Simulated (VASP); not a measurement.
# Si8O15 (a cell with a defect) in VASP: a series of runs

Si8O15 (a cell with a defect) is run at these levels: LDA; tasks: single point.

All numbers are computed with VASP 6.6.1; they aren't measurements. Logs are shortened: lines on timing, memory, paths and dates and some standing lists are left out, and cuts for length are marked.

## (1) The cell of the first run

The cell holds a defect, 23 atoms: a = 6.758 Å, b = 6.082 Å, c = 6.500 Å, α = 64.87°, β = 54.57°, γ = 60.56°.

## (2) Single point, LDA

The input, INCAR:

```
SYSTEM = Si8O15
PREC     = Accurate       ! precision mode
ENCUT    = 520            ! plane-wave cutoff, eV
EDIFF    = 1E-6           ! SCF threshold, eV
ISMEAR   = -1             ! smearing method
SIGMA    = 0.05           ! smearing width, eV
LREAL    = Auto         
LASPH    = .TRUE.         ! aspherical terms in the spheres
NELM     = 80             ! most SCF steps
ALGO     = Normal         ! electronic algorithm
ISIF     = 2              ! what is computed and relaxed
LWAVE    = .FALSE.        ! write WAVECAR
LCHARG   = .FALSE.        ! write CHGCAR
NELECT   = 120.0        
NBANDS   = 78             ! bands
```

The input, KPOINTS:

```
regular mesh
0
G
  2 2 2
  0 0 0
```

The input, POSCAR:

```
Si8O15
1.0
    0.0000000000      5.0462000000      4.4946000000
    4.0970000000      0.0000000000      4.4946000000
    4.0970000000      5.0462000000      0.0000000000
Si O
8 15
Direct
    0.2048122218      0.0573577154      0.9625580766
    0.3139820960      0.4717530084      0.0142452831
    0.8446510024      0.9252713488      0.0423849851
    0.1754300329      0.0337211708      0.4923615727
    0.6596512743      0.5695722384      0.4573042566
    0.7895638775      0.9538226308      0.5505142011
    0.2936914997      0.4422491847      0.5374271639
    0.7099265510      0.5452594500      0.9488428200
    0.4204544376      0.5111523795      0.2002139862
    0.2670632147      0.1403080753      0.6263546047
    0.3514605034      0.7192512396      0.5158305275
    0.1805483436      0.2945720231      0.2813701297
    0.0855384136      0.9758183256      0.2979759141
    0.2365483509      0.3567235754      0.8722442059
    0.1494060754      0.7841797831      0.9803693992
    0.8863001574      0.0172888160      0.7332379108
    0.7714586408      0.6544918331      0.1194842469
    0.8666602379      0.2077873214      0.0198743823
    0.9616733198      0.6126047027      0.6474626637
    0.6081521060      0.4808880756      0.7717301817
    0.7260402724      0.8467063569      0.3803829768
    0.6340236694      0.2907295901      0.4793614521
    0.5364214390      0.8868244560      0.8549483045
```

Potentials or basis: VASP PAW LDA potentials, release 64 (Si, O).

Run with:

```console
> cat potpaw_LDA.64/Si/POTCAR potpaw_LDA.64/O/POTCAR > POTCAR
> mpirun -np 1 vasp_std > vasp.out
```

OUTCAR:

```text
SYSTEM = Si8O15
   PREC = Accurate
   ENCUT = 520
   EDIFF = 1E-6
   ISMEAR = -1
   LREAL = Auto
   LASPH = .TRUE.
   NELM = 80
   ISIF = 2
   NELECT = 120.0

 ion  position               nearest neighbor table
   1  0.205  0.057  0.963-  14 1.74  13 1.76  23 1.76  15 1.82  10 1.85  18 1.86   3 2.63   7 2.73
                             2 3.14   6 3.15
   2  0.314  0.472  0.014-  12 1.59  15 1.66  20 1.69  14 1.76   9 1.86   8 2.69   5 2.94   3 2.98
                             4 3.11   1 3.14
   3  0.845  0.925  0.042-  15 1.65  16 1.72  18 1.73  17 1.74  21 1.77   1 2.63   5 2.70   4 2.90
                             2 2.98
   4  0.175  0.034  0.492-  12 1.60  16 1.67  11 1.68  10 1.75  13 1.89   6 2.67   3 2.90   5 3.05
                             2 3.11   7 3.12
   5  0.660  0.570  0.457-  11 1.68  22 1.73  20 1.74  21 1.75  17 1.78   7 2.65   3 2.70   2 2.94
                             4 3.05
   6  0.790  0.954  0.551-  13 1.73  23 1.76  22 1.78  21 1.81  19 1.85  16 1.88   4 2.67   8 2.72
                             1 3.15
   7  0.294  0.442  0.537-  10 1.74  19 1.76   9 1.76  11 1.84  14 1.85  22 1.87   5 2.65   1 2.73
                             4 3.12   8 3.14
   8  0.710  0.545  0.949-   9 1.72  19 1.74  18 1.78  17 1.81  23 1.85  20 1.88   2 2.69   6 2.72
                             7 3.14
   9  0.420  0.511  0.200-   8 1.72   7 1.76   2 1.86
  10  0.267  0.140  0.626-   7 1.74   4 1.75   1 1.85
  11  0.351  0.719  0.516-   4 1.68   5 1.68   7 1.84
  12  0.181  0.295  0.281-   2 1.59   4 1.60
  13  0.086  0.976  0.298-   6 1.73   1 1.76   4 1.89
  14  0.237  0.357  0.872-   1 1.74   2 1.76   7 1.85
  15  0.149  0.784  0.980-   3 1.65   2 1.66   1 1.82
  16  0.886  0.017  0.733-   4 1.67   3 1.72   6 1.88
  17  0.771  0.654  0.119-   3 1.74   5 1.78   8 1.81
  18  0.867  0.208  0.020-   3 1.73   8 1.78   1 1.86
  19  0.962  0.613  0.647-   8 1.74   7 1.76   6 1.85
  20  0.608  0.481  0.772-   2 1.69   5 1.74   8 1.88
  21  0.726  0.847  0.380-   5 1.75   3 1.77   6 1.81
  22  0.634  0.291  0.479-   5 1.73   6 1.78   7 1.87
  23  0.536  0.887  0.855-   6 1.76   1 1.76   8 1.85

  LATTYP: Found a face centered orthorhombic cell.
 ALAT       =     8.1940000000
 B/A-ratio  =     1.0970466195
 C/A-ratio  =     1.2316817183

  Lattice vectors:

 A1 = (   0.0000000000,   5.0462000000,  -4.4946000000)
 A2 = (   4.0970000000,   5.0462000000,   0.0000000000)
 A3 = (   4.0970000000,   0.0000000000,  -4.4946000000)

Analysis of symmetry for initial positions (statically):
=====================================================================
 Subroutine PRICEL returns:
 Original cell was already a primitive cell.

 Routine SETGRP: Setting up the symmetry group for a
 face centered orthorhombic supercell.

 Subroutine GETGRP returns: Found  1 space group operations
 (whereof  1 operations were pure point group operations)
 out of a pool of  8 trial point group operations.
[... 150 lines left out ...]
   PSTRESS=    0.0 pullay stress
   NELECT =     120.0000    total number of electrons
   NUPDOWN=      -1.0000    fix difference up-down
   EMIN   =  10.00;   EMAX   =-10.00  energy-range for DOS
   EFERMI =   0.00;   METHOD = LEGACY
   ISMEAR =    -1;   SIGMA  =   0.05  broadening in eV -4-tet -1-fermi 0-gaus
   EFERMI_NEDOS =   21; number of points for ismear=-14 and -15
   IALGO  =     38    algorithm
   IMIX   =      4    mixing-type and parameters
     AMIX     =   0.40;   BMIX     =  1.00
     AMIX_MAG =   1.60;   BMIX_MAG =  1.00
  volume/ion in A,a.u.               =       8.08        54.53
  Fermi-wavevector in a.u.,A,eV,Ry     =   1.414984  2.673931 27.241296  2.002179
  Thomas-Fermi vector in A             =   2.536469
   LORBIT       =      0    0 simple, 1 ext, 2 COOP (PROOUT), +10 PAW based schemes
   GGA     = CA    functional components
   LHFCALC =     F    Hartree Fock is set to
   AEXX    =    0.0000 exact exchange contribution
   IVDW    =     0    specifies the selected vdW correction
   LEPSILON=     F    determine dielectric tensor
   LRPA    =     F    only Hartree local field effects (RPA)
 non-spin polarized calculation
  energy-cutoff  :      520.00
  volume of cell :      185.85
 maximum number of plane-waves:      5022
   NGX = 25   NGY = 23   NGZ = 25

 number of electron     120.0000004 magnetization

 Free energy of the ion-electron system (eV)
  ---------------------------------------------------
  ext. energy  EPLUGINS =         0.00000000
  ---------------------------------------------------
  free energy    TOTEN  =      -212.69554008 eV

  energy without entropy =     -212.69554008  energy(sigma->0) =     -212.69554008

 E-fermi :   8.6935     XC(G=0): -12.3816

 val. band max:        7.5193162354   @ k =   0.0000   0.0000   0.0000
 cond. band min:      10.6117705257   @ k =   0.0000   0.0000   0.0000
 fundamental gap:      3.0924542903
 Fermi energy:         8.6934965081

 k-point     1 :       0.0000    0.0000    0.0000
  band No.  band energies     occupation
      1     -14.5242      2.00000
      2     -12.5812      2.00000
      3     -12.3618      2.00000
      4     -12.1623      2.00000
      5     -11.9612      2.00000
      6     -11.7024      2.00000
[... 589 lines left out ...]
     71      17.1731      0.00000
     72      17.5116      0.00000
 [bands above 72 left out]

------------------------ aborting loop because EDIFF is reached ----------------------------------------

  FORCE on cell =-STRESS in cart. coord.  units (eV):
  Direction    XX          YY          ZZ          XY          YZ          ZX
  --------------------------------------------------------------------------------------
  -------------------------------------------------------------------------------------
  Total      -30.5251904    -24.4272811    -20.3417976     -6.1856189      6.1151949     -6.1391441
  in kB     -263.1585577   -210.5883034   -175.3672313    -53.3264012     52.7192742    -52.9257405
  external PRESSURE =    -216.3713641 kB  Pullay stress =       0.0000000 kB

 VOLUME and BASIS-vectors are now :
 -----------------------------------------------------------------------------
  energy-cutoff  :      520.00
  volume of cell :      185.85
      direct lattice vectors                 reciprocal lattice vectors
     0.000000000  5.046200000  4.494600000    -0.122040517  0.099084460  0.111244605
     4.097000000  0.000000000  4.494600000     0.122040517 -0.099084460  0.111244605
     4.097000000  5.046200000  0.000000000     0.122040517  0.099084460 -0.111244605

 POSITION                                       TOTAL-FORCE (eV/Angst)
 -----------------------------------------------------------------------------------
      4.17859      5.89078      1.17835        -0.075373      0.046965     -0.018843
      1.99114      1.65630      3.53157         0.082292      0.018528     -0.048871
      3.96449      4.47616      7.95509        -0.044369     -0.023089     -0.002908
      2.15536      3.36981      0.94005        -0.010225     -0.017152      0.027276
      4.20711      5.63638      5.52487        -0.091961      0.148156      0.051949
      6.16327      6.76230      7.83583        -0.020529      0.005281      0.011868
[... 15 lines left out ...]
      3.15506      5.61836      4.15640        -0.071989      0.023999     -0.012269
      7.13604      7.02113      6.39692        -0.020004      0.034004     -0.014691
 -----------------------------------------------------------------------------------
    total drift:                                0.006585      0.006166     -0.001751

  FREE ENERGIE OF THE ION-ELECTRON SYSTEM (eV)
  ---------------------------------------------------
  free  energy   TOTEN  =      -212.6955400754 eV

  energy  without entropy=     -212.6955400754  energy(sigma->0) =     -212.69554008
```

OSZICAR:

```text
N       E                     dE             d eps       ncg     rms          rms(c)
DAV:   1     0.587778970225E+03    0.58778E+03   -0.66798E+04  1248   0.150E+03
DAV:   2    -0.195012068437E+03   -0.78279E+03   -0.76433E+03  1488   0.330E+02
DAV:   3    -0.231389672744E+03   -0.36378E+02   -0.36181E+02  1544   0.730E+01
DAV:   4    -0.231764418454E+03   -0.37475E+00   -0.37386E+00  1536   0.828E+00
DAV:   5    -0.231769261679E+03   -0.48432E-02   -0.48399E-02  1512   0.885E-01    0.354E+01
DAV:   6    -0.213289107922E+03    0.18480E+02   -0.68331E+01  1408   0.294E+01    0.173E+01
DAV:   7    -0.212895072895E+03    0.39404E+00   -0.24936E+00  1520   0.564E+00    0.600E+00
DAV:   8    -0.212730321229E+03    0.16475E+00   -0.14440E-01  1480   0.184E+00    0.240E+00
DAV:   9    -0.212695339627E+03    0.34982E-01   -0.33823E-02  1512   0.945E-01    0.400E-01
DAV:  10    -0.212695574833E+03   -0.23521E-03   -0.44833E-03  1480   0.296E-01    0.308E-01
DAV:  11    -0.212695528074E+03    0.46759E-04   -0.40581E-04  1536   0.113E-01    0.161E-01
DAV:  12    -0.212695541171E+03   -0.13097E-04   -0.14291E-04  1440   0.531E-02    0.169E-02
DAV:  13    -0.212695540309E+03    0.86160E-06   -0.13358E-05  1512   0.213E-02    0.960E-03
DAV:  14    -0.212695540075E+03    0.23353E-06   -0.42889E-06  1384   0.935E-03
   1 F= -.21269554E+03 E0= -.21269554E+03  d E =-.226097E-10
```

It took 8 min on 1 thread of AMD EPYC 7R43 (Zen 3), shared host; peak memory 0.25 GiB.

Results:

| Quantity | Value |
| --- | --- |
| Free energy | -212.6955 eV |
| Largest force | 1.098 eV/Å |

Forces in eV/Å, atoms in the order of the input:
```
Si  -0.075  0.047 -0.019
Si   0.082  0.019 -0.049
Si  -0.044 -0.023 -0.003
Si  -0.010 -0.017  0.027
Si  -0.092  0.148  0.052
Si  -0.021  0.005  0.012
Si  -0.018 -0.011  0.056
Si  -0.060  0.042  0.030
O   -0.132  0.040 -0.097
O   -0.083  0.018  0.032
O   -0.019 -0.029  0.050
O    0.905 -0.547 -0.297
O   -0.120  0.070  0.057
O   -0.029  0.071  0.036
O   -0.062  0.025  0.076
O   -0.002 -0.007 -0.052
O   -0.051 -0.032 -0.005
O   -0.019  0.012  0.049
O   -0.028  0.028  0.035
O   -0.024  0.042 -0.004
O   -0.005  0.040  0.040
O   -0.072  0.024 -0.012
O   -0.020  0.034 -0.015
```

Levels at points of the mesh, in eV from the Fermi level:
```csv
k point,band 58,band 59,band 60,band 61,band 62,band 63
"(0.00, 0.00, 0.00)",-2.00,-1.74,-1.17,1.92,3.90,5.08
"(0.50, 0.00, 0.00)",-1.82,-1.71,-1.36,2.75,3.58,5.36
"(0.50, 0.50, 0.50)",-2.06,-1.80,-1.48,2.49,4.22,5.44
"(0.00, 0.50, 0.00)",-1.94,-1.78,-1.43,2.88,3.74,5.54
"(0.00, 0.00, 0.50)",-1.92,-1.77,-1.33,2.60,3.94,5.37
"(0.50, 0.50, 0.00)",-2.00,-1.67,-1.51,2.63,4.07,5.58
"(0.50, 0.00, 0.50)",-2.03,-1.72,-1.31,2.84,3.62,5.68
"(0.00, 0.50, 0.50)",-1.74,-1.70,-1.43,2.90,3.88,5.63
```

Caveat: the k points lie up to 0.61 Å⁻¹ apart; the cell carries a net charge on a neutralising background, which shifts energy and pressure; the cell is charged against a uniform background, so pressure and absolute levels hang on convention.

## (3) Single point, LDA

The input, INCAR:

```
  PREC = Accurate
  ENCUT = 520
  EDIFF = 1E-6
  ISMEAR = -1
  SIGMA = 0.05
  LREAL = Auto
  LASPH = True
  NELM = 60
  ALGO = Normal
  ISIF = 2
  LWAVE = False
  LCHARG = False
  GGA = CA
  NELECT = 120.0
  NBANDS = 78
```

The input, KPOINTS:

```
regular mesh
0
Gamma
  2 2 2
```

The input, POSCAR:

```
Si8O15
1.0
    0.0000000000      5.0462000000      4.4946000000
    4.0970000000      0.0000000000      4.4946000000
    4.0970000000      5.0462000000      0.0000000000
Si O
8 15
Direct
    0.2049787757      0.0571486661      0.9604669062
    0.3034487155      0.4732310780      0.0255929396
    0.8442324453      0.9250066416      0.0419220868
    0.1696287007      0.0432823482      0.4899783304
    0.6696785979      0.5638282770      0.4558104830
    0.7894961540      0.9540739078      0.5506461312
    0.2942756912      0.4459877360      0.5387481683
    0.7089597248      0.5447129046      0.9471399145
    0.4193665623      0.5002273949      0.2015656243
    0.2686211158      0.1444485678      0.6197354693
    0.3543968818      0.7223828094      0.5127126263
    0.1149190741      0.3372579828      0.3104954953
    0.0907443039      0.9774001360      0.2958422364
    0.2376509500      0.3534715080      0.8774152384
    0.1493327821      0.7873007337      0.9780573332
    0.8845803673      0.0180056248      0.7337627423
    0.7681637704      0.6572471672      0.1181907142
    0.8689804171      0.2081474697      0.0180080099
    0.9617492500      0.6146504296      0.6490146912
    0.6029100397      0.4807521327      0.7770257536
    0.7280994238      0.8478592822      0.3792100368
    0.6325734938      0.2905691663      0.4797171408
    0.5350671068      0.8863497045      0.8548062633
```

Potentials or basis: VASP PAW LDA potentials, release 64 (Si, O).

Run with:

```console
> cat potpaw_LDA.64/Si/POTCAR potpaw_LDA.64/O/POTCAR > POTCAR
> mpirun -np 1 vasp_std > vasp.out
```

Wall time 6 min (1 thread of AMD EPYC 7R43 (Zen 3), shared host); peak memory 0.25 GiB.

It converged, with:

- Free energy: -213.1800 eV
- Largest force: 1.064 eV/Å

Forces on the atoms (eV/Å):
```
Si  -0.100  0.034 -0.019
Si   0.106  0.018 -0.097
Si  -0.027 -0.058 -0.015
Si   0.006 -0.050  0.069
Si  -0.159  0.229  0.090
Si  -0.027  0.004  0.009
Si   0.020  0.022  0.094
Si  -0.068  0.024 -0.003
O   -0.146  0.031 -0.178
O   -0.086 -0.041  0.071
O   -0.027 -0.001  0.082
O    0.860 -0.545 -0.307
O   -0.070  0.078  0.121
O   -0.001  0.119  0.006
O   -0.049  0.016  0.073
O   -0.005 -0.013 -0.052
O   -0.055 -0.064 -0.017
O   -0.030  0.016  0.067
O   -0.018  0.047  0.055
O    0.002  0.044 -0.040
O   -0.017  0.055  0.058
O   -0.070  0.020 -0.036
O   -0.039  0.017 -0.031
```

Levels at points of the mesh, in eV from the Fermi level:
| k point | band 56 | band 57 | band 58 | band 59 | band 60 | band 61 | band 62 | band 63 | band 64 | band 65 |
| --- | --- | --- | --- | --- | --- | --- | --- | --- | --- | --- |
| (0.00, 0.00, 0.00) | -2.15 | -2.01 | -1.78 | -1.51 | -1.19 | 1.77 | 4.55 | 5.24 | 5.73 | 6.21 |
| (0.50, 0.00, 0.00) | -2.14 | -1.89 | -1.64 | -1.51 | -1.36 | 2.55 | 4.28 | 5.24 | 5.77 | 6.31 |
| (0.50, 0.50, 0.50) | -2.13 | -2.02 | -1.88 | -1.57 | -1.35 | 2.32 | 4.85 | 5.22 | 5.97 | 6.19 |
| (0.00, 0.50, 0.00) | -2.32 | -1.79 | -1.72 | -1.57 | -1.32 | 2.59 | 4.38 | 5.33 | 6.06 | 6.31 |
| (0.00, 0.00, 0.50) | -2.13 | -2.00 | -1.69 | -1.56 | -1.33 | 2.39 | 4.59 | 5.26 | 5.61 | 6.40 |
| (0.50, 0.50, 0.00) | -2.09 | -1.82 | -1.79 | -1.47 | -1.39 | 2.41 | 4.80 | 5.41 | 5.74 | 6.60 |
| (0.50, 0.00, 0.50) | -2.19 | -2.05 | -1.83 | -1.50 | -1.31 | 2.60 | 4.23 | 5.34 | 6.07 | 6.20 |
| (0.00, 0.50, 0.50) | -2.03 | -1.83 | -1.62 | -1.49 | -1.31 | 2.60 | 4.53 | 5.49 | 6.08 | 6.77 |

Caveat: the k points lie up to 0.61 Å⁻¹ apart; the cell carries a net charge on a neutralising background, which shifts energy and pressure; the cell is charged against a uniform background, so pressure and absolute levels hang on convention.
